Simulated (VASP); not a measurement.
# GaAs (I-4m2) in VASP: further runs

Runs on GaAs. Level: PBE. Tasks: single point.

Program: VASP 6.6.1. These are calculated values, not measurements. Logs are shortened: lines on timing, memory, paths and dates and some standing lists are left out, and cuts for length are marked.

**1. The cell of the first run**

It takes space group I-4m2 (No. 119, tetragonal). Conventional cell: a = 4.007 Å, b = 4.007 Å, c = 5.581 Å, α = 90.00°, β = 90.00°, γ = 90.00°. Within 3.2 Å of Ga (site symmetry -4m2) lie 4 As at 2.44 Å. Within 3.2 Å of As (site symmetry -4m2) lie 4 Ga at 2.44 Å.

**2. Single point, PBE (uniaxial z strain -1.5%)**

INCAR

```
ALGO = Normal
EDIFF = 1E-6
ENCUT = 500
GGA = PE
GGA_COMPAT = F
ISIF = 2
ISMEAR = 0
LASPH = T
LCHARG = T
LELF = T
LREAL = F
LVHAR = T
LWAVE = F
NBANDS = 16
NELM = 120
PREC = Accurate
SIGMA = 0.01
```

KPOINTS

```
k-points
0
Gamma
  4 4 4
```

POSCAR

```
GaAs
1.0
    0.0000000000      2.8330850957      2.7905888193
    2.8330850957      0.0000000000      2.7905888193
    2.8330850957      2.8330850957      0.0000000000
Ga As
1 1
Direct
    0.0000000000      0.0000000000      0.0000000000
    0.2500000000      0.2500000000      0.2500000000
```

Potentials or basis: VASP PAW PBE potentials, release 64 (Ga_d, As).

Launch:

```sh
$ cat potpaw_PBE.64/Ga_d/POTCAR potpaw_PBE.64/As/POTCAR > POTCAR
$ mpirun -np 1 vasp_std > vasp.out
```

OUTCAR:

```text
EDIFF = 1E-6
   ENCUT = 500
   GGA = PE
   ISIF = 2
   ISMEAR = 0
   LASPH = T
   LREAL = F
   NELM = 120
   PREC = Accurate

 ion  position               nearest neighbor table
   1  0.000  0.000  0.000-   2 2.44   2 2.44   2 2.44   2 2.44
   2  0.250  0.250  0.250-   1 2.44   1 2.44   1 2.44   1 2.44

  LATTYP: Found a body centered tetragonal cell.
 ALAT       =     4.0065873657
 C/A-ratio  =     1.3930003590

  Lattice vectors:

 A1 = (   0.0000000000,  -2.8330850957,  -2.7905888193)
 A2 = (   0.0000000000,   2.8330850957,  -2.7905888193)
 A3 = (   2.8330850957,   0.0000000000,   2.7905888193)

Analysis of symmetry for initial positions (statically):
=====================================================================
 Subroutine PRICEL returns:
 Original cell was already a primitive cell.

 Routine SETGRP: Setting up the symmetry group for a
 body centered tetragonal supercell.

 Subroutine GETGRP returns: Found  8 space group operations
 (whereof  8 operations were pure point group operations)
 out of a pool of 16 trial point group operations.

The static configuration has the point symmetry D_2d.

Analysis of symmetry for dynamics (positions and initial velocities):
=====================================================================
 Subroutine PRICEL returns:
 Original cell was already a primitive cell.

 Routine SETGRP: Setting up the symmetry group for a
 body centered tetragonal supercell.

 Subroutine GETGRP returns: Found  8 space group operations
 (whereof  8 operations were pure point group operations)
 out of a pool of 16 trial point group operations.

The dynamic configuration has the point symmetry D_2d.

 Subroutine INISYM returns: Found  8 space group operations
 (whereof  8 operations are pure point group operations),
 and found     1 'primitive' translations

----------------------------------------------------------------------------------------

                                     Primitive cell

  volume of cell :      44.7966

  direct lattice vectors                    reciprocal lattice vectors
     0.000000000  2.833085096  2.790588819    -0.176486051  0.176486051  0.179173656
     2.833085096  0.000000000  2.790588819     0.176486051 -0.176486051  0.179173656
     2.833085096  2.833085096  0.000000000     0.176486051  0.176486051 -0.179173656

  length of vectors
[... 68 lines left out ...]
   ENCUT  =  500.0 eV  36.75 Ry    6.06 a.u.   7.25  7.25  7.30*2*pi/ulx,y,z
   NELM   =    120;   NELMIN=  2; NELMDL= -5     # of ELM steps
   EDIFF  = 0.1E-05   stopping-criterion for ELM
   LREAL  =      F    real-space projection
   EDIFFG = 0.1E-04   stopping-criterion for IOM
   NSW    =      0    number of steps for IOM
   IBRION =     -1    ionic relax: 0-MD 1-quasi-New 2-CG
   NFREE  =      0    steps in history (QN), initial steepest desc. (CG)
   ISIF   =      2    stress and relaxation
   ISYM   =      2    0-nonsym 1-usesym 2-fastsym
   POTIM  = 0.5000    time-step for ionic-motion
   TEBEG  =    0.0;   TEEND  =   0.0 temperature during run
   PSTRESS=    0.0 pullay stress
   NELECT =      18.0000    total number of electrons
   NUPDOWN=      -1.0000    fix difference up-down
   EMIN   =  10.00;   EMAX   =-10.00  energy-range for DOS
   EFERMI =   0.00;   METHOD = LEGACY
   ISMEAR =     0;   SIGMA  =   0.01  broadening in eV -4-tet -1-fermi 0-gaus
   EFERMI_NEDOS =   21; number of points for ismear=-14 and -15
   IALGO  =     38    algorithm
   IMIX   =      4    mixing-type and parameters
     AMIX     =   0.40;   BMIX     =  1.00
     AMIX_MAG =   1.60;   BMIX_MAG =  1.00
  volume/ion in A,a.u.               =      22.40       151.15
  Fermi-wavevector in a.u.,A,eV,Ry     =   1.208047  2.282879 19.856050  1.459378
  Thomas-Fermi vector in A             =   2.343667
   LORBIT       =      0    0 simple, 1 ext, 2 COOP (PROOUT), +10 PAW based schemes
   GGA     = PE    functional components
   LHFCALC =     F    Hartree Fock is set to
   AEXX    =    0.0000 exact exchange contribution
   IVDW    =     0    specifies the selected vdW correction
   LEPSILON=     F    determine dielectric tensor
   LRPA    =     F    only Hartree local field effects (RPA)
 non-spin polarized calculation
 Gauss-broadening in eV      SIGMA  =   0.01
  energy-cutoff  :      500.00
  volume of cell :       44.80
 maximum number of plane-waves:      1162
 NGX is ok and might be reduce to    30
   NGX = 15   NGY = 15   NGZ = 15

 number of electron      18.0000001 magnetization

 Free energy of the ion-electron system (eV)
  ---------------------------------------------------
  ext. energy  EPLUGINS =         0.00000000
  ---------------------------------------------------
  free energy    TOTEN  =        -8.06205513 eV

  energy without entropy =       -8.06205513  energy(sigma->0) =       -8.06205513

 E-fermi :   4.1642     XC(G=0):  -9.5993

 val. band max:        4.1186205576   @ k =   0.0000   0.0000   0.0000
 cond. band min:       4.6333697087   @ k =   0.0000   0.0000   0.0000
 fundamental gap:      0.5147491510
 Fermi energy:         4.1641851117

 k-point     1 :       0.0000    0.0000    0.0000
  band No.  band energies     occupation
      1     -10.8185      2.00000
      2     -10.8185      2.00000
      3     -10.8145      2.00000
      4     -10.7387      2.00000
      5     -10.7361      2.00000
      6      -8.7282      2.00000
[... 224 lines left out ...]
      3     -10.7716      2.00000
      4     -10.7463      2.00000
      5     -10.7353      2.00000
      6      -6.1273      2.00000
[... 8 lines left out ...]
     15      16.1213      0.00000
     16      17.2944      0.00000

------------------------ aborting loop because EDIFF is reached ----------------------------------------

  FORCE on cell =-STRESS in cart. coord.  units (eV):
  Direction    XX          YY          ZZ          XY          YZ          ZX
  --------------------------------------------------------------------------------------
  -------------------------------------------------------------------------------------
  Total        1.1383821      1.1383821      1.3876548      0.0000000      0.0000000      0.0000000
  in kB       40.7149166     40.7149166     49.6303030      0.0000000      0.0000000      0.0000000
  external PRESSURE =      43.6867121 kB  Pullay stress =       0.0000000 kB

 VOLUME and BASIS-vectors are now :
 -----------------------------------------------------------------------------
  energy-cutoff  :      500.00
  volume of cell :       44.80
      direct lattice vectors                 reciprocal lattice vectors
     0.000000000  2.833085096  2.790588819    -0.176486051  0.176486051  0.179173656
     2.833085096  0.000000000  2.790588819     0.176486051 -0.176486051  0.179173656
     2.833085096  2.833085096  0.000000000     0.176486051  0.176486051 -0.179173656

 POSITION                                       TOTAL-FORCE (eV/Angst)
 -----------------------------------------------------------------------------------
      0.00000      0.00000      0.00000        -0.000000     -0.000000      0.000000
      1.41654      1.41654      1.39529         0.000000      0.000000     -0.000000
 -----------------------------------------------------------------------------------
    total drift:                                0.000000      0.000000     -0.000001

  FREE ENERGIE OF THE ION-ELECTRON SYSTEM (eV)
  ---------------------------------------------------
  free  energy   TOTEN  =        -8.0620551348 eV

  energy  without entropy=       -8.0620551348  energy(sigma->0) =       -8.06205513
```

It took 28 s on 1 thread of Intel Xeon 8259CL, shared host; peak memory 0.17 GiB.

What came out:

* Free energy: -8.0621 eV
* Pressure: 4.4 GPa
* Band gap on the k mesh: 0.51 eV, direct

Caveat: the k points lie up to 0.48 Å⁻¹ apart; the cell differs from its parent crystal (uniaxial z strain -1.5%). A k mesh can miss the band edges.

**3. Single point, PBE (uniaxial x strain -2.5%)**

INCAR

```
SYSTEM = GaAs
PREC     = Accurate       ! precision mode
ENCUT    = 500            ! plane-wave cutoff, eV
EDIFF    = 1E-6           ! SCF threshold, eV
ISMEAR   = 0              ! smearing method
SIGMA    = 0.01           ! smearing width, eV
LREAL    = .False.        ! projectors in reciprocal space
LASPH    = .True.         ! aspherical terms in the spheres
NELM     = 120            ! most SCF steps
ALGO     = Normal         ! electronic algorithm
ISIF     = 2              ! what is computed and relaxed
LWAVE    = .False.        ! write WAVECAR
LCHARG   = .False.        ! write CHGCAR
GGA      = PE             ! functional
NBANDS   = 16             ! bands
GGA_COMPAT= .False.
```

KPOINTS

```
Automatic mesh
0
Gamma
  4 4 4
  0 0 0
```

POSCAR

```
GaAs
1.0
    0.0000000000      2.8330850957      2.8330850957
    2.7622579683      0.0000000000      2.8330850957
    2.7622579683      2.8330850957      0.0000000000
Ga As
1 1
Direct
    0.0000000000      0.0000000000      0.0000000000
    0.2500000000      0.2500000000      0.2500000000
```

Potentials or basis: VASP PAW PBE potentials, release 64 (Ga_d, As).

Launch:

```sh
$ cat potpaw_PBE.64/Ga_d/POTCAR potpaw_PBE.64/As/POTCAR > POTCAR
$ mpirun -np 1 vasp_std > vasp.out
```

Wall time 29 s (1 thread of Intel Xeon 8259CL, shared host); peak memory 0.17 GiB.

The run converged. Its results:

```yaml
Free_energy: -8.0461 eV
Pressure: 5.2 GPa
Band_gap_on_the_k_mesh: 0.55 eV, direct
```

Stress tensor (GPa, compression positive):
```
6.18 0.00 0.00
0.00 4.72 0.00
0.00 0.00 4.72
```

Levels at points of the mesh, in eV from the valence-band top:
| k point | band 5 | band 6 | band 7 | band 8 | band 9 | band 10 | band 11 | band 12 | band 13 | band 14 |
| --- | --- | --- | --- | --- | --- | --- | --- | --- | --- | --- |
| (0.00, 0.00, 0.00) | -14.91 | -12.96 | -0.14 | -0.14 | 0.00 | 0.55 | 3.56 | 3.63 | 3.63 | 7.54 |
| (0.50, 0.00, 0.00) | -14.90 | -11.13 | -6.86 | -1.38 | -1.17 | 0.93 | 4.43 | 4.62 | 7.67 | 10.44 |
| (0.50, 0.50, 0.00) | -14.90 | -10.39 | -7.08 | -2.80 | -2.79 | 1.36 | 1.61 | 10.09 | 10.24 | 10.98 |
| (0.00, 0.50, 0.50) | -14.89 | -10.29 | -6.92 | -2.97 | -2.97 | 1.20 | 1.37 | 10.20 | 10.20 | 11.19 |

Caveat: the k points lie up to 0.48 Å⁻¹ apart; the cell differs from its parent crystal (uniaxial x strain -2.5%). A k mesh can miss the band edges.
